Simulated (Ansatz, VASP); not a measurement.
# Fe: VASP beside Ansatz

Contents of INCAR:

```
SYSTEM = Fe
ALGO = Normal
EDIFF = 1E-6
ENCUT = 600
GGA_COMPAT = .FALSE.
ISIF = 2
ISMEAR = 1
ISPIN = 2
LASPH = .TRUE.
LCHARG = .FALSE.
LMAXMIX = 4
LORBIT = 11
LREAL = .FALSE.
LWAVE = .FALSE.
MAGMOM = 1.988
NBANDS = 18
NELM = 200
PREC = Accurate
SIGMA = 0.2
```

KPOINTS

```
k-points
0
G
  16 16 16
  0 0 0
```

The input POSCAR:

```
Fe
1.0
   -1.3745984210      1.3745984210      1.3745984210
    1.3745984210     -1.3745984210      1.3745984210
    1.3745984210      1.3745984210     -1.3745984210
Fe
1
Direct
    0.0000000000      0.0000000000      0.0000000000
```

Input for Ansatz:

```yaml
crystal:
  lattice:
    - [-1.374598421, 1.374598421, 1.374598421]
    - [1.374598421, -1.374598421, 1.374598421]
    - [1.374598421, 1.374598421, -1.374598421]
  atoms:
    - { symbol: Fe, position: [0.0, 0.0, 0.0], spin: 1.988 }
hamiltonian:
  xc: lda
  pseudopotentials:
    kind: paw
    azcp:
      Fe: "pseudopotentials/Fe.paw.azcp"
basis:
  ecutwfc: 420
  fft_grid_basis: typed
kpoints:
  mp_grid: { grid: [16, 16, 16], shift: [0, 0, 0] }
magnetization:
  spin_polarized: true
scf:
  occupations: { method: methfessel_paxton, width: 0.2 }
  lower_state_search: "off"
output:
  stress: true
```

Alike in both runs: task single point; functional LDA; k mesh 16 × 16 × 16; occupations methfessel-paxton of order 1, width 0.2 eV; collinear spin.

```csv
,VASP,Ansatz
version,VASP 6.6.1,Ansatz 0.2.0
potentials or method,"VASP PAW LDA potentials, release 64 (Fe_sv), cutoff 600 eV","plane waves (420 eV) with PAW, scalar-relativistic"
valence electrons in the cell,16,16
```

```tsv
	VASP	Ansatz	Ansatz less VASP
pressure (GPa)	-4.3	0.1	+4.36
net moment per atom (μB)	1.94	1.98	+0.040
size of the moment on the site where the two differ most (μB)	1.90	1.98	+0.076
```

Ansatz warns that its potentials were made for another functional, while VASP's fit it. LDA's correlation is that of Perdew and Zunger in VASP and of Perdew and Wang (1992) in Ansatz. Site moments also hang on the region over which each program counts them. One of these differences is far larger than is usual between the two programs; its cause wasn't traced. Ansatz's warnings: stability check not made.
